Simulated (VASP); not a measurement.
Ir, 8 atoms in the cell. It takes space group Fm-3m (No. 225, cubic). The conventional cell has a = 3.830 Å, b = 3.830 Å, c = 3.830 Å, α = 90.00°, β = 90.00°, γ = 90.00°. Ir (site symmetry m-3m) has 12 Ir at 2.71 Å within 3.6 Å. 

```yaml
Program: VASP 6.6.1
Task: single point
Functional: PBEsol
Potentials_or_basis: VASP PAW PBE potentials, release 64 (Ir)
Cutoff: 520 eV
k_mesh: 14 × 14 × 14
Occupations: gaussian, width 0.15 eV
Spin: no spin polarisation
Dipole_correction: no
Further_INCAR_settings: ALGO = Fast; EDIFF = 1e-07; NBANDS = 46
```

Potentials or basis: VASP PAW PBE potentials, release 64 (Ir).

Run with:

```bash
$ cat potpaw_PBE.64/Ir/POTCAR > POTCAR
$ mpirun -np 1 vasp_std > vasp.out
```

Hardware: 1 thread of Intel(R) Xeon(R) Platinum 8375C CPU @ 2.90GHz (Ice Lake), with other jobs on the host.

**Question.** How long does it take, and how much memory?

**Answer.** Wall time 11 min on 1 thread of Intel(R) Xeon(R) Platinum 8375C CPU @ 2.90GHz (Ice Lake) (shared host), peak memory 0.5 GiB. Counts: scf iterations 20, k points 104.
